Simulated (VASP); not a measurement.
Wanted: the native input for a VASP 6.6.1 run.

- Task: G0W0 quasiparticle levels
- Functional: PBE
- Potentials or basis: VASP PAW PBE potentials, release 64 (Ga_d_GW, N_GW)
- Cutoff: 500 eV
- k mesh: 2 × 2 × 2
- Occupations: gaussian, width 0.01 eV
- Spin: no spin polarisation
- Dipole correction: no
- GW scheme: G0W0
- GW iterations: 1
- Cutoff of the response function: 200
- Frequency points: 48
- Empty bands: 447
- Further INCAR settings: ALGO = EVGW0; EDIFF = 1e-08; NBANDS = 456

The system is GaN.

```
Ga N
1.0
     0.00000    2.26750    2.26750
     2.26750    0.00000    2.26750
     2.26750    2.26750    0.00000
Ga N
1 1
Direct
  0.00000 0.00000 0.00000
  0.25000 0.25000 0.25000
```

These files were run (other wordings do the same):

POSCAR

```
GaN
1.0
    0.0000000000      2.2675000000      2.2675000000
    2.2675000000      0.0000000000      2.2675000000
    2.2675000000      2.2675000000      0.0000000000
Ga N
1 1
Direct
    0.0000000000      0.0000000000      0.0000000000
    0.2500000000      0.2500000000      0.2500000000
```

INCAR.step1

```
PREC = Accurate
ENCUT = 500
EDIFF = 1E-8
ISMEAR = 0
SIGMA = 0.01
LREAL = F
LASPH = T
NELM = 60
ALGO = Normal
LWAVE = T
LCHARG = F
GGA = PE
```

INCAR.step2

```
PREC = Accurate
ENCUT = 500
EDIFF = 1E-8
ISMEAR = 0
SIGMA = 0.01
LREAL = F
LASPH = T
NELM = 1
ALGO = Exact
LWAVE = T
LCHARG = F
GGA = PE
NBANDS = 456
LOPTICS = T
ISTART = 1
```

INCAR.step3

```
PREC = Accurate
ENCUT = 500
EDIFF = 1E-8
ISMEAR = 0
SIGMA = 0.01
LREAL = F
LASPH = T
ALGO = EVGW0
LWAVE = F
LCHARG = F
GGA = PE
NELMGW = 1
NBANDS = 456
ENCUTGW = 200
NOMEGA = 48
PRECFOCK = Fast
ISTART = 1
NBANDSGW = 17
```

KPOINTS

```
regular mesh
0
Gamma
  2 2 2
```

Potentials or basis: VASP PAW PBE potentials, release 64 (Ga_d_GW, N_GW).

Run with:

```sh
$ cat potpaw_PBE.64/Ga_d_GW/POTCAR potpaw_PBE.64/N_GW/POTCAR > POTCAR
$ cp INCAR.step1 INCAR
$ mpirun -np 1 vasp_std > vasp.out
$ cp INCAR.step2 INCAR
$ mpirun -np 1 vasp_std > vasp.out
$ cp INCAR.step3 INCAR
$ mpirun -np 1 vasp_std > vasp.out
```

It gave:

```json
{"Quasiparticle gap": "2.15 eV", "Least direct quasiparticle gap": "2.15 eV", "Band gap of the starting levels on the mesh": "1.36 eV", "Least direct gap of the starting levels on the mesh": "1.36 eV"}
```

Caveat: the k points lie up to 1.20 Å⁻¹ apart; bands, screening cutoff and mesh are small and nothing is extrapolated, so the quasiparticle values aren't converged.

Run time: 14 s on 1 thread of Intel(R) Xeon(R) 6975P-C (Granite Rapids), with other jobs on the host, peak memory 0.2 GiB.
